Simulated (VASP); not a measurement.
Runs of VASP 6.6.1 on Ta. The structure is that of space group Pm-3m (No. 221), or close to it. The cells are those of the table. 

```csv
task,cell,cutoff (eV),gap on the mesh (eV),pressure (GPa)
single point,"a = 2.727 Å, 1 atom",520,none,-1.5
single point,"a = 2.714 Å, 1 atom",520,none,(a)
single point,"a = 2.700 Å, 1 atom",520,none,3.0
relaxation of cell and atoms,"relaxed from a = 2.710 Å, 1 atom",600,none,0.0
```

Alike in all rows: level r2SCAN; potentials or basis VASP PAW PBE potentials, release 64 (Ta_pv); no spin polarisation; k mesh 8 × 8 × 8; smearing fermi-dirac 0.1 eV.

Task: Fill in the values left out.

Result: (a) 0.6.

Caveats: the PAW data sets were made with another functional, which shifts forces and pressure a little; spin-orbit coupling is left out, which moves the levels of the heavy elements.

A k mesh can miss the band edges, and the runs leave out spin-orbit coupling on Ta.

A gap of «none» marks levels without a gap at the run's occupations.
